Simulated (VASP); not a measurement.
# H12SO8 in VASP: single point with PBE

Aim: the single point of H12SO8 with PBE.

Everything below comes from runs of VASP 6.6.1. Logs are shortened: lines on timing, memory, paths and dates and some standing lists are left out, and cuts for length are marked.

### Step 1. The cell of the first run

The cell holds a disordered packing, 21 atoms: a = 6.333 Å, b = 6.333 Å, c = 6.333 Å, α = 90.00°, β = 90.00°, γ = 90.00°.

### Step 2. Single point, PBE

Contents of INCAR:

```
ALGO = Normal ; EDIFF = 1E-6
ENCUT = 1000 ; GGA = PE
GGA_COMPAT = F ; ISIF = 2
ISMEAR = -1 ; LASPH = T
LCHARG = F ; LREAL = Auto
LWAVE = F ; NBANDS = 49
NELM = 120 ; PREC = Accurate
SIGMA = 0.02
```

Contents of KPOINTS:

```
k-points
0
Gamma
  1 1 1
```

Contents of POSCAR:

```
H12SO8
1.0
    6.3330260000      0.0000000000      0.0000000000
    0.0000000000      6.3330260000      0.0000000000
    0.0000000000      0.0000000000      6.3330260000
O H S
8 12 1
Direct
    0.3629668190      0.6046843814      0.8120619584
    0.6222153616      0.0503489707      0.9217253652
    0.9790145889      0.3537405290      0.5002288123
    0.4465062400      0.7769599403      0.4447141401
    0.3749569625      0.2204420217      0.6243037109
    0.2168015752     -0.0804704005      0.1116802414
    0.8375656612      0.5414129776      0.0133347791
    0.5923706587      0.3781635063      0.2655338002
    0.4946416455      0.6256122398      0.8897364867
    0.3856455032      0.6877849048      0.6767949692
    0.5517789708      0.0964522831      0.7866847822
    0.7477720487     -0.0312304909      0.8840925989
    1.1167871748      0.2846316018      0.5259387647
    0.9870705061      0.4834275996      0.5811716561
    0.3446104324      0.8358169939      0.3396464190
    0.5071760515      0.6552486600      0.3712636472
    0.4605065921      0.2459025332      0.4975675218
    0.3764223322      0.3595268844      0.7002518322
    0.3440518719     -0.0101831697      0.0560750497
    0.2095195764     -0.2059937327      0.0196316149
    0.7907739273      0.3564363662      0.1458724497
```

Potentials or basis: VASP PAW PBE potentials, release 64 (O_h, H_h, S).

Started as:

```
cat potpaw_PBE.64/O_h/POTCAR potpaw_PBE.64/H_h/POTCAR potpaw_PBE.64/S/POTCAR > POTCAR
mpirun -np 1 vasp_gam > vasp.out
```

OUTCAR:

```text
EDIFF = 1E-6
   ENCUT = 1000
   GGA = PE
   ISIF = 2
   ISMEAR = -1
   LASPH = T
   LREAL = Auto
   NELM = 120
   PREC = Accurate

 ion  position               nearest neighbor table
   1  0.363  0.605  0.812-   9 0.98  10 1.02
   2  0.622  0.050  0.922-  12 0.98  11 1.01
   3  0.979  0.354  0.500-  14 0.97  13 0.99
   4  0.447  0.777  0.445-  16 0.98  15 1.00
   5  0.375  0.220  0.624-  17 0.98  18 1.00
   6  0.217  0.920  0.112-  19 0.99  20 0.99
   7  0.838  0.541  0.013-  21 1.47
   8  0.592  0.378  0.266-  21 1.47
   9  0.495  0.626  0.890-   1 0.98
  10  0.386  0.688  0.677-   1 1.02
  11  0.552  0.096  0.787-   2 1.01
  12  0.748  0.969  0.884-   2 0.98
  13  0.117  0.285  0.526-   3 0.99
  14  0.987  0.483  0.581-   3 0.97
  15  0.345  0.836  0.340-   4 1.00
  16  0.507  0.655  0.371-   4 0.98
  17  0.461  0.246  0.498-   5 0.98
  18  0.376  0.360  0.700-   5 1.00
  19  0.344  0.990  0.056-   6 0.99
  20  0.210  0.794  0.020-   6 0.99
  21  0.791  0.356  0.146-   7 1.47   8 1.47

  LATTYP: Found a simple cubic cell.
 ALAT       =     6.3330260000

  Lattice vectors:

 A1 = (   6.3330260000,   0.0000000000,   0.0000000000)
 A2 = (   0.0000000000,   6.3330260000,   0.0000000000)
 A3 = (   0.0000000000,   0.0000000000,   6.3330260000)

Analysis of symmetry for initial positions (statically):
=====================================================================
 Subroutine PRICEL returns:
 Original cell was already a primitive cell.

 Routine SETGRP: Setting up the symmetry group for a
 simple cubic supercell.

 Subroutine GETGRP returns: Found  1 space group operations
 (whereof  1 operations were pure point group operations)
 out of a pool of 48 trial point group operations.

The static configuration has the point symmetry C_1 .

Analysis of symmetry for dynamics (positions and initial velocities):
=====================================================================
 Subroutine PRICEL returns:
 Original cell was already a primitive cell.

 Routine SETGRP: Setting up the symmetry group for a
 simple cubic supercell.

 Subroutine GETGRP returns: Found  1 space group operations
 (whereof  1 operations were pure point group operations)
 out of a pool of 48 trial point group operations.

The dynamic configuration has the point symmetry C_1 .

 Subroutine INISYM returns: Found  1 space group operations
[... 112 lines left out ...]
   LREAL  =      T    real-space projection
   EDIFFG = 0.1E-04   stopping-criterion for IOM
   NSW    =      0    number of steps for IOM
   IBRION =     -1    ionic relax: 0-MD 1-quasi-New 2-CG
   NFREE  =      0    steps in history (QN), initial steepest desc. (CG)
   ISIF   =      2    stress and relaxation
   ISYM   =      2    0-nonsym 1-usesym 2-fastsym
   POTIM  = 0.5000    time-step for ionic-motion
   TEBEG  =    0.0;   TEEND  =   0.0 temperature during run
   PSTRESS=    0.0 pullay stress
   NELECT =      66.0000    total number of electrons
   NUPDOWN=      -1.0000    fix difference up-down
   EMIN   =  10.00;   EMAX   =-10.00  energy-range for DOS
   EFERMI =   0.00;   METHOD = LEGACY
   ISMEAR =    -1;   SIGMA  =   0.02  broadening in eV -4-tet -1-fermi 0-gaus
   EFERMI_NEDOS =   21; number of points for ismear=-14 and -15
   IALGO  =     38    algorithm
   IMIX   =      4    mixing-type and parameters
     AMIX     =   0.40;   BMIX     =  1.00
     AMIX_MAG =   1.60;   BMIX_MAG =  1.00
  volume/ion in A,a.u.               =      12.10        81.62
  Fermi-wavevector in a.u.,A,eV,Ry     =   1.044668  1.974136 14.848457  1.091331
  Thomas-Fermi vector in A             =   2.179430
   LORBIT       =      0    0 simple, 1 ext, 2 COOP (PROOUT), +10 PAW based schemes
   GGA     = PE    functional components
   LHFCALC =     F    Hartree Fock is set to
   AEXX    =    0.0000 exact exchange contribution
   IVDW    =     0    specifies the selected vdW correction
   LEPSILON=     F    determine dielectric tensor
   LRPA    =     F    only Hartree local field effects (RPA)
 non-spin polarized calculation
  energy-cutoff  :     1000.00
  volume of cell :      254.00
 maximum number of plane-waves:      9139
 NGX is ok and might be reduce to    70
   NGX = 33   NGY = 33   NGZ = 33

 number of electron      66.0000002 magnetization

 Free energy of the ion-electron system (eV)
  ---------------------------------------------------
  ext. energy  EPLUGINS =         0.00000000
  ---------------------------------------------------
  free energy    TOTEN  =      -105.42650159 eV

  energy without entropy =     -105.42650159  energy(sigma->0) =     -105.42650159

 E-fermi :  -2.7611     XC(G=0):  -6.6968

 val. band max:       -3.3520299605   @ k =   0.0000   0.0000   0.0000
 cond. band min:       0.1352140115   @ k =   0.0000   0.0000   0.0000
 fundamental gap:      3.4872439720
 Fermi energy:        -2.7610546184

 k-point     1 :       0.0000    0.0000    0.0000
  band No.  band energies     occupation
      1     -24.3616      2.00000
      2     -22.0436      2.00000
      3     -21.8513      2.00000
      4     -21.6151      2.00000
      5     -21.5685      2.00000
      6     -21.3501      2.00000
[... 37 lines left out ...]
     44       7.5425      0.00000
     45       7.7106      0.00000
 [bands above 45 left out]

------------------------ aborting loop because EDIFF is reached ----------------------------------------

  FORCE on cell =-STRESS in cart. coord.  units (eV):
  Direction    XX          YY          ZZ          XY          YZ          ZX
  --------------------------------------------------------------------------------------
  -------------------------------------------------------------------------------------
  Total       -0.7106573     -0.3084896     -0.1047117     -0.1030677      0.4805084      0.3075142
  in kB       -4.4826721     -1.9458854     -0.6604990     -0.6501290      3.0309429      1.9397332
  external PRESSURE =      -2.3630188 kB  Pullay stress =       0.0000000 kB

 VOLUME and BASIS-vectors are now :
 -----------------------------------------------------------------------------
  energy-cutoff  :     1000.00
  volume of cell :      254.00
      direct lattice vectors                 reciprocal lattice vectors
     6.333026000  0.000000000  0.000000000     0.157902399  0.000000000  0.000000000
     0.000000000  6.333026000  0.000000000     0.000000000  0.157902399  0.000000000
     0.000000000  0.000000000  6.333026000     0.000000000  0.000000000  0.157902399

 POSITION                                       TOTAL-FORCE (eV/Angst)
 -----------------------------------------------------------------------------------
      2.29868      3.82948      5.14281         0.179705      0.047317     -0.024439
      3.94051      0.31886      5.83731         0.185849     -0.057763     -0.247008
      6.20012      2.24025      3.16796        -0.058630     -0.070444     -0.060809
      2.82774      4.92051      2.81639         0.039391     -0.045346     -0.050985
      2.37461      1.39607      3.95373         0.089856      0.094673      0.006517
      1.37301      5.82340      0.70727         0.186154     -0.049558     -0.188506
[... 13 lines left out ...]
      1.32689      5.02846      0.12433        -0.010474      0.171741      0.120413
      5.00799      2.25732      0.92381        -0.291394      0.547344     -0.182705
 -----------------------------------------------------------------------------------
    total drift:                               -0.015250      0.000666      0.004956

  FREE ENERGIE OF THE ION-ELECTRON SYSTEM (eV)
  ---------------------------------------------------
  free  energy   TOTEN  =      -105.4265015917 eV

  energy  without entropy=     -105.4265015917  energy(sigma->0) =     -105.42650159
```

stdout:

```text
POSCAR found type information on POSCAR O H S
 POSCAR found :  3 types and      21 ions
 scaLAPACK will be used
 LDA part: xc-table for (Slater+PW92), standard interpolation
 POSCAR, INCAR and KPOINTS ok, starting setup
 FFT: planning ... GRIDC
 FFT: planning ... GRID_SOFT
 FFT: planning ... GRID
 WAVECAR not read
 entering main loop
```

It took 41 s on 1 thread of AMD EPYC 9R45 (Zen 5), shared host; peak memory 0.59 GiB.

What came out:

```
Free energy   : -105.4265 eV
Pressure      : -0.2 GPa
Largest force : 0.808 eV/Å
```

Forces on the atoms (eV/Å):
```
O    0.180  0.047 -0.024
O    0.186 -0.058 -0.247
O   -0.059 -0.070 -0.061
O    0.039 -0.045 -0.051
O    0.090  0.095  0.007
O    0.186 -0.050 -0.189
O   -0.226 -0.613  0.476
O    0.451  0.030 -0.302
H   -0.111 -0.044 -0.041
H   -0.060 -0.057  0.057
H    0.067 -0.048  0.178
H   -0.283  0.146  0.059
H    0.066 -0.042  0.001
H   -0.009  0.112  0.062
H    0.036 -0.055  0.036
H   -0.048  0.085  0.023
H   -0.007 -0.036 -0.003
H   -0.028 -0.022  0.008
H   -0.169 -0.096  0.073
H   -0.010  0.172  0.120
S   -0.291  0.547 -0.183
```

Levels at points of the mesh, in eV from the Fermi level:
| k point | band 31 | band 32 | band 33 | band 34 | band 35 | band 36 |
| --- | --- | --- | --- | --- | --- | --- |
| (0.00, 0.00, 0.00) | -0.69 | -0.66 | -0.59 | 2.90 | 4.82 | 6.99 |

Caveat: the k points lie up to 0.99 Å⁻¹ apart, too coarse for converged energies, forces and pressures.
